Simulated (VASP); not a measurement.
# HgF3 (Fm-3m) in VASP: a series of runs

Runs on HgF3. Level: PBEsol. Tasks: single point, relaxation of cell and atoms.

Program: VASP 6.6.1. These are calculated values, not measurements. Logs are shortened: lines on timing, memory, paths and dates and some standing lists are left out, and cuts for length are marked.

**1. The cell of the first run**

Symmetry: Fm-3m, No. 225, cubic system. Conventional cell: a = 5.618 Å, b = 5.618 Å, c = 5.618 Å, α = 90.00°, β = 90.00°, γ = 90.00°. Within 3.2 Å of Hg (site symmetry m-3m) lie 14 F at 2.43 to 2.81 Å. F (site symmetry m-3m) has 8 F at 2.43 Å and 6 Hg at 2.81 Å within 3.2 Å. Within 3.2 Å of F (site symmetry -43m) lie 4 Hg at 2.43 Å and 10 F at 2.43 to 2.81 Å.

**2. Single point, PBEsol**

File INCAR:

```
PREC     = Accurate       # precision mode
ENCUT    = 600            # plane-wave cutoff, eV
EDIFF    = 1E-6           # SCF threshold, eV
ISMEAR   = -1             # smearing method
SIGMA    = 0.05           # smearing width, eV
LREAL    = F              # projectors in reciprocal space
LASPH    = T              # aspherical terms in the spheres
NELM     = 120            # most SCF steps
ALGO     = Normal         # electronic algorithm
ISIF     = 2              # what is computed and relaxed
LWAVE    = F              # write WAVECAR
LCHARG   = F              # write CHGCAR
GGA      = PS             # functional
NBANDS   = 24             # bands
GGA_COMPAT= F
```

File KPOINTS:

```
regular mesh
0
Gamma
  8 8 8
```

File POSCAR:

```
HgF3
1.0
    0.0000000000      2.8092037159      2.8092037159
    2.8092037159      0.0000000000      2.8092037159
    2.8092037159      2.8092037159      0.0000000000
Hg F
1 3
Direct
    0.0000000000      0.0000000000      0.0000000000
    0.5000000000      0.5000000000      0.5000000000
    0.2500000000      0.2500000000      0.2500000000
    0.7500000000      0.7500000000      0.7500000000
```

Potentials or basis: VASP PAW PBE potentials, release 64 (Hg, F).

Launch:

```console
> cat potpaw_PBE.64/Hg/POTCAR potpaw_PBE.64/F/POTCAR > POTCAR
> mpirun -np 1 vasp_std > vasp.out
```

OUTCAR:

```text
PREC = Accurate
   ENCUT = 600
   EDIFF = 1E-6
   ISMEAR = -1
   LREAL = F
   LASPH = T
   NELM = 120
   ISIF = 2
   GGA = PS

 ion  position               nearest neighbor table
   1  0.000  0.000  0.000-   4 2.43   4 2.43   4 2.43   3 2.43   3 2.43   3 2.43   4 2.43   3 2.43
                             2 2.81   2 2.81   2 2.81   2 2.81   2 2.81   2 2.81
   2  0.500  0.500  0.500-   1 2.81   1 2.81   1 2.81   1 2.81   1 2.81   1 2.81
   3  0.250  0.250  0.250-   1 2.43   1 2.43   1 2.43   1 2.43
   4  0.750  0.750  0.750-   1 2.43   1 2.43   1 2.43   1 2.43

  LATTYP: Found a face centered cubic cell.
 ALAT       =     5.6184074318

  Lattice vectors:

 A1 = (   0.0000000000,   2.8092037159,   2.8092037159)
 A2 = (   2.8092037159,   0.0000000000,   2.8092037159)
 A3 = (   2.8092037159,   2.8092037159,   0.0000000000)

Analysis of symmetry for initial positions (statically):
=====================================================================
 Subroutine PRICEL returns:
 Original cell was already a primitive cell.

 Routine SETGRP: Setting up the symmetry group for a
 face centered cubic supercell.

 Subroutine GETGRP returns: Found 48 space group operations
 (whereof 48 operations were pure point group operations)
 out of a pool of 48 trial point group operations.

The static configuration has the point symmetry O_h .

Analysis of symmetry for dynamics (positions and initial velocities):
=====================================================================
 Subroutine PRICEL returns:
 Original cell was already a primitive cell.

 Routine SETGRP: Setting up the symmetry group for a
 face centered cubic supercell.

 Subroutine GETGRP returns: Found 48 space group operations
 (whereof 48 operations were pure point group operations)
 out of a pool of 48 trial point group operations.

The dynamic configuration has the point symmetry O_h .

 Subroutine INISYM returns: Found 48 space group operations
 (whereof 48 operations are pure point group operations),
 and found     1 'primitive' translations

----------------------------------------------------------------------------------------

                                     Primitive cell

  volume of cell :      44.3384

  direct lattice vectors                    reciprocal lattice vectors
     0.000000000  2.809203716  2.809203716    -0.177986380  0.177986380  0.177986380
     2.809203716  0.000000000  2.809203716     0.177986380 -0.177986380  0.177986380
     2.809203716  2.809203716  0.000000000     0.177986380  0.177986380 -0.177986380

  length of vectors
     3.972813994  3.972813994  3.972813994     0.308281453  0.308281453  0.308281453

  position of ions in fractional coordinates (direct lattice)
     0.000000000  0.000000000  0.000000000
     0.500000000  0.500000000  0.500000000
     0.250000000  0.250000000  0.250000000
     0.750000000  0.750000000  0.750000000

  ion indices of the primitive-cell ions
   primitive index   ion index
                 1           1
                 2           2
                 3           3
                 4           4

----------------------------------------------------------------------------------------

 KPOINTS: regular mesh

Automatic generation of k-mesh.
 Grid dimensions read from file:
 generate k-points for:    8    8    8

 Generating k-lattice:

  Cartesian coordinates                     Fractional coordinates (reciprocal lattice)
    -0.022248297  0.022248297  0.022248297     0.125000000  0.000000000  0.000000000
     0.022248297 -0.022248297  0.022248297     0.000000000  0.125000000  0.000000000
     0.022248297  0.022248297 -0.022248297     0.000000000  0.000000000  0.125000000

  Length of vectors
     0.038535182  0.038535182  0.038535182

  Shift w.r.t. Gamma in fractional coordinates (k-lattice)
     0.000000000  0.000000000  0.000000000

 Subroutine IBZKPT returns following result:
 ===========================================

 Found     29 irreducible k-points:

 Following reciprocal coordinates:
            Coordinates               Weight
  0.000000  0.000000  0.000000      1.000000
  0.125000  0.000000  0.000000      8.000000
  0.250000  0.000000  0.000000      8.000000
  0.375000  0.000000  0.000000      8.000000
  0.500000  0.000000  0.000000      4.000000
  0.125000  0.125000  0.000000      6.000000
[... 16 lines left out ...]
  0.500000  0.250000  0.125000     48.000000
 -0.375000  0.250000  0.125000     24.000000
 [... further k-points ...]
   k-points           NKPTS =     29   k-points in BZ     NKDIM =     29   number of bands    NBANDS=     24
   number of dos      NEDOS =    301   number of ions     NIONS =      4
   total plane-waves  NPLWV =  32768
   dimension x,y,z NGX =    32 NGY =   32 NGZ =   32
   dimension x,y,z NGXF=    64 NGYF=   64 NGZF=   64
   ions per type =               1   3
   NGX,Y,Z   is equivalent  to a cutoff of  13.39, 13.39, 13.39 a.u.
   NGXF,Y,Z  is equivalent  to a cutoff of  26.78, 26.78, 26.78 a.u.
 SYSTEM =  unknown system
   PREC   = accura    normal or accurate (medium, high low for compatibility)
   ISTART =      0    job   : 0-new  1-cont  2-samecut
   ICHARG =      2    charge: 1-file 2-atom 10-const
   ISPIN  =      1    spin polarized calculation?
   LNONCOLLINEAR =      F non collinear calculations
   LSORBIT =      F    spin-orbit coupling
   LASPH  =      T    aspherical Exc in radial PAW
   ENCUT  =  600.0 eV  44.10 Ry    6.64 a.u.   7.93  7.93  7.93*2*pi/ulx,y,z
   NELM   =    120;   NELMIN=  2; NELMDL= -5     # of ELM steps
   EDIFF  = 0.1E-05   stopping-criterion for ELM
   LREAL  =      F    real-space projection
   EDIFFG = 0.1E-04   stopping-criterion for IOM
   NSW    =      0    number of steps for IOM
   IBRION =     -1    ionic relax: 0-MD 1-quasi-New 2-CG
   NFREE  =      0    steps in history (QN), initial steepest desc. (CG)
   ISIF   =      2    stress and relaxation
   ISYM   =      2    0-nonsym 1-usesym 2-fastsym
   POTIM  = 0.5000    time-step for ionic-motion
   TEBEG  =    0.0;   TEEND  =   0.0 temperature during run
   PSTRESS=    0.0 pullay stress
   NELECT =      33.0000    total number of electrons
   NUPDOWN=      -1.0000    fix difference up-down
   EMIN   =  10.00;   EMAX   =-10.00  energy-range for DOS
   EFERMI =   0.00;   METHOD = LEGACY
   ISMEAR =    -1;   SIGMA  =   0.05  broadening in eV -4-tet -1-fermi 0-gaus
   EFERMI_NEDOS =   21; number of points for ismear=-14 and -15
   IALGO  =     38    algorithm
   IMIX   =      4    mixing-type and parameters
     AMIX     =   0.40;   BMIX     =  1.00
     AMIX_MAG =   1.60;   BMIX_MAG =  1.00
  volume/ion in A,a.u.               =      11.08        74.80
  Fermi-wavevector in a.u.,A,eV,Ry     =   1.483609  2.803615 29.947741  2.201097
  Thomas-Fermi vector in A             =   2.597250
   LORBIT       =      0    0 simple, 1 ext, 2 COOP (PROOUT), +10 PAW based schemes
   GGA     = PS    functional components
   LHFCALC =     F    Hartree Fock is set to
   AEXX    =    0.0000 exact exchange contribution
   IVDW    =     0    specifies the selected vdW correction
   LEPSILON=     F    determine dielectric tensor
   LRPA    =     F    only Hartree local field effects (RPA)
 non-spin polarized calculation
  energy-cutoff  :      600.00
  volume of cell :       44.34
 maximum number of plane-waves:      1494
   NGX = 15   NGY = 15   NGZ = 15

 number of electron      33.0000026 magnetization

 Free energy of the ion-electron system (eV)
  ---------------------------------------------------
  ext. energy  EPLUGINS =         0.00000000
  ---------------------------------------------------
  free energy    TOTEN  =        -9.60389048 eV

  energy without entropy =       -9.54278854  energy(sigma->0) =       -9.57333951

 E-fermi :  -0.2779     XC(G=0): -11.7483

 val. band max:       -0.2869972092   @ k =  -0.3750   0.1250   0.0000
 cond. band min:      -0.2715415349   @ k =   0.3750   0.2500   0.1250
 fundamental gap:      0.0154556743
 Fermi energy:        -0.2779461413

 k-point     1 :       0.0000    0.0000    0.0000
  band No.  band energies     occupation
      1     -21.8485      2.00000
      2     -20.6027      2.00000
      3     -19.5145      2.00000
      4      -5.6234      2.00000
      5      -5.6234      2.00000
      6      -5.6234      2.00000
[... 16 lines left out ...]
     23      18.2320      0.00000
     24      20.6098      0.00000

 k-point     2 :       0.1250    0.0000    0.0000
  band No.  band energies     occupation
      1     -21.7823      2.00000
      2     -20.6353      2.00000
      3     -19.5539      2.00000
      4      -5.5721      2.00000
      5      -5.5721      2.00000
      6      -5.4975      2.00000
[... 16 lines left out ...]
     23      18.4750      0.00000
     24      20.5020      0.00000

 k-point     3 :       0.2500    0.0000    0.0000
  band No.  band energies     occupation
      1     -21.6009      2.00000
      2     -20.7268      2.00000
      3     -19.6568      2.00000
      4      -5.4763      2.00000
      5      -5.4763      2.00000
      6      -5.0879      2.00000
[... 16 lines left out ...]
     23      19.0185      0.00000
     24      20.2252      0.00000

 k-point     4 :       0.3750    0.0000    0.0000
  band No.  band energies     occupation
      1     -21.3524      2.00000
      2     -20.8723      2.00000
      3     -19.7708      2.00000
      4      -5.4478      2.00000
      5      -5.4478      2.00000
      6      -4.5348      2.00000
[... 16 lines left out ...]
     23      19.5537      0.00000
     24      20.1579      0.00000

 k-point     5 :       0.5000    0.0000    0.0000
  band No.  band energies     occupation
      1     -21.1418      2.00000
      2     -21.0364      2.00000
      3     -19.8214      2.00000
      4      -5.4590      2.00000
      5      -5.4590      2.00000
      6      -4.6594      2.00000
[... 16 lines left out ...]
     23      19.8040      0.00000
     24      20.3692      0.00000

 k-point     6 :       0.1250    0.1250    0.0000
  band No.  band energies     occupation
      1     -21.7607      2.00000
      2     -20.6447      2.00000
      3     -19.5681      2.00000
      4      -5.5801      2.00000
      5      -5.5801      2.00000
      6      -5.3968      2.00000
[... 16 lines left out ...]
     23      18.5605      0.00000
     24      20.0516      0.00000
[... 379 lines left out ...]
 k-point    21 :       0.5000    0.5000    0.0000
  band No.  band energies     occupation
      1     -21.0821      2.00000
      2     -20.8790      2.00000
      3     -20.0480      2.00000
      4      -5.2628      2.00000
      5      -4.4199      2.00000
      6      -4.4199      2.00000
[... 16 lines left out ...]
     23      17.3986      0.00000
     24      19.1535      0.00000

 k-point    22 :       0.3750    0.2500    0.1250
  band No.  band energies     occupation
      1     -21.4591      2.00000
      2     -20.7800      2.00000
      3     -19.7541      2.00000
      4      -5.3941      2.00000
      5      -5.2647      2.00000
      6      -4.7210      2.00000
[... 16 lines left out ...]
     23      19.1518      0.00000
     24      19.3521      0.00000

 k-point    23 :       0.5000    0.2500    0.1250
  band No.  band energies     occupation
      1     -21.2468      2.00000
      2     -20.8835      2.00000
      3     -19.8707      2.00000
      4      -5.3179      2.00000
      5      -5.0666      2.00000
      6      -4.8950      2.00000
[... 16 lines left out ...]
     23      19.3079      0.00000
     24      19.7100      0.00000

 k-point    24 :      -0.3750    0.2500    0.1250
  band No.  band energies     occupation
      1     -21.0695      2.00000
      2     -21.0095      2.00000
      3     -19.9248      2.00000
      4      -5.3447      2.00000
      5      -5.0730      2.00000
      6      -4.9101      2.00000
[... 16 lines left out ...]
     23      19.3505      0.00000
     24      20.1232      0.00000

 [... further k-points ...]

------------------------ aborting loop because EDIFF is reached ----------------------------------------

  FORCE on cell =-STRESS in cart. coord.  units (eV):
  Direction    XX          YY          ZZ          XY          YZ          ZX
  --------------------------------------------------------------------------------------
  -------------------------------------------------------------------------------------
  Total        0.1110580      0.1110580      0.1110580      0.0000000      0.0000000     -0.0000000
  in kB        4.0131057      4.0131057      4.0131057      0.0000000      0.0000000     -0.0000000
  external PRESSURE =       4.0131057 kB  Pullay stress =       0.0000000 kB

 VOLUME and BASIS-vectors are now :
 -----------------------------------------------------------------------------
  energy-cutoff  :      600.00
  volume of cell :       44.34
      direct lattice vectors                 reciprocal lattice vectors
     0.000000000  2.809203716  2.809203716    -0.177986380  0.177986380  0.177986380
     2.809203716  0.000000000  2.809203716     0.177986380 -0.177986380  0.177986380
     2.809203716  2.809203716  0.000000000     0.177986380  0.177986380 -0.177986380

 POSITION                                       TOTAL-FORCE (eV/Angst)
 -----------------------------------------------------------------------------------
      0.00000      0.00000      0.00000        -0.000000     -0.000000     -0.000000
      2.80920      2.80920      2.80920        -0.000000     -0.000000     -0.000000
      1.40460      1.40460      1.40460        -0.000000     -0.000000     -0.000000
      4.21381      4.21381      4.21381         0.000000      0.000000      0.000000
 -----------------------------------------------------------------------------------
    total drift:                                0.000000     -0.000000      0.000000

  FREE ENERGIE OF THE ION-ELECTRON SYSTEM (eV)
  ---------------------------------------------------
  free  energy   TOTEN  =        -9.6038904822 eV

  energy  without entropy=       -9.5427885362  energy(sigma->0) =       -9.57333951
```

It took 37 s on 1 thread of Intel Xeon Platinum 8259CL at 2.50GHz (Skylake/Cascade Lake), shared host; peak memory 0.19 GiB.

What came out:

```yaml
Free_energy: -9.6039 eV
Pressure: 0.4 GPa
Band_gap_on_the_k_mesh: zero (an odd number of electrons rules out a gap without spin polarisation)
```

Caveat: the PAW data sets were made with another functional, which shifts forces and pressure a little; spin-orbit coupling is left out, which moves the levels of the heavy elements; an odd number of electrons without spin polarisation forces a metal; a magnetic or distorted state may lie lower.

**3. Relaxation of cell and atoms, PBEsol**

This run uses another cell than the first one, of 11.76 Å³/atom.

File INCAR:

```
  PREC = Accurate
  ENCUT = 600
  EDIFF = 1E-7
  ISMEAR = -1
  SIGMA = 0.05
  LREAL = F
  LASPH = T
  NELM = 120
  ALGO = Normal
  ISIF = 3
  LWAVE = F
  LCHARG = F
  GGA = PS
  IBRION = 2
  NSW = 60
  EDIFFG = -0.03
  GGA_COMPAT = F
  NELMIN = 4
```

File KPOINTS:

```
Automatic mesh
0
Gamma
  8 8 8
```

File POSCAR:

```
HgF3
1.0
    0.0000000000      2.8650000000      2.8650000000
    2.8650000000      0.0000000000      2.8650000000
    2.8650000000      2.8650000000      0.0000000000
Hg F
1 3
Direct
    0.0000000000      0.0000000000      0.0000000000
    0.5000000000      0.5000000000      0.5000000000
    0.2500000000      0.2500000000      0.2500000000
    0.7500000000      0.7500000000      0.7500000000
```

Potentials or basis: VASP PAW PBE potentials, release 64 (Hg, F).

Launch:

```console
> cat potpaw_PBE.64/Hg/POTCAR potpaw_PBE.64/F/POTCAR > POTCAR
> mpirun -np 1 vasp_std > vasp.out
```

Run time: 64 s. Hardware: 1 thread of Intel Xeon Platinum 8259CL at 2.50GHz (Skylake/Cascade Lake), shared host; peak memory 0.19 GiB.

The run converged. Its results:

- Free energy: -9.6127 eV
- Relaxed volume: 11.12 Å³/atom
- Relaxed cell: a = 3.977 Å, b = 3.977 Å, c = 3.977 Å, α = 60.00°, β = 60.00°, γ = 60.00°
- Space group after relaxing (to 0.1 Å): Fm-3m (No. 225)
- Energy gained by relaxing: 11.0 meV/atom
- Ionic steps: 2
- Pressure after relaxing: 0.0 GPa
- Band gap on the k mesh: zero (an odd number of electrons rules out a gap without spin polarisation)

The path:
| step | energy change (eV) | largest force (eV/Å) | pressure (GPa) | volume (Å³) |
| --- | --- | --- | --- | --- |
| 1 | 0.0000 | 0.0000 | -5.20 | 47.03 |
| 2 | -0.0441 | 0.0000 | -0.02 | 44.48 |

Final structure:
```cif
data_structure
_symmetry_space_group_name_H-M 'P 1'
_symmetry_Int_Tables_number 1
_cell_length_a 3.9771
_cell_length_b 3.9771
_cell_length_c 3.9771
_cell_angle_alpha 60.000
_cell_angle_beta 60.000
_cell_angle_gamma 60.000
_cell_volume 44.48
loop_
_atom_site_label
_atom_site_type_symbol
_atom_site_fract_x
_atom_site_fract_y
_atom_site_fract_z
_atom_site_occupancy
Hg1 Hg 0.00000 0.00000 0.00000 1
F1 F 0.50000 0.50000 0.50000 1
F2 F 0.25000 0.25000 0.25000 1
F3 F 0.75000 0.75000 0.75000 1
```

Levels at points of the mesh, in eV from the Fermi level:
```tsv
k point	band 13	band 14	band 15	band 16	band 17	band 18	band 19	band 20
(0.00, 0.00, 0.00)	-0.74	-0.74	-0.51	-0.51	-0.51	1.34	12.85	12.85
(0.50, 0.00, 0.00)	-1.21	-1.21	-0.33	0.15	0.15	4.53	9.98	12.37
(0.50, 0.50, 0.00)	-1.35	-0.63	-0.63	-0.20	-0.20	4.54	10.11	13.44
```

Caveat: the PAW data sets were made with another functional, which shifts forces and pressure a little; spin-orbit coupling is left out, which moves the levels of the heavy elements; an odd number of electrons without spin polarisation forces a metal; a magnetic or distorted state may lie lower.

(Part 1 of 2 ends here.)
